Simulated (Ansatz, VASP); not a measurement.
**RbCl in VASP and in Ansatz**

```
Rb Cl
1.0
     0.00000    3.27400    3.27400
     3.27400    0.00000    3.27400
     3.27400    3.27400    0.00000
Rb Cl
1 1
Cartesian
  0.0000 0.0000 0.0000
  3.2740 3.2740 3.2740
```

Alike in both runs: task relaxation of cell and atoms; functional LDA; k mesh 8 × 8 × 8; occupations fermi-dirac, width 0.02 eV; no spin polarisation.

```csv
,VASP,Ansatz
version,VASP 6.6.1,Ansatz 0.2.0
potentials or method,"VASP PAW LDA potentials, release 64 (Rb_sv, Cl), cutoff 500 eV",PAW plane waves
valence electrons in the cell,16,16
```

Ansatz gave:

* gap on the k mesh at the Fermi level, each at its own relaxed structure (eV): 4.85
* relaxed volume (Å³/atom): 32.42
* relaxed cell length with the largest relative difference (Å): 4.509

Task: Estimate VASP's values.

Result: gap on the k mesh at the Fermi level, each at its own relaxed structure (eV): 4.84; relaxed volume (Å³/atom): 32.55; relaxed cell length with the largest relative difference (Å): 4.516.

LDA's correlation is that of Perdew and Zunger in VASP and of Perdew and Wang (1992) in Ansatz.
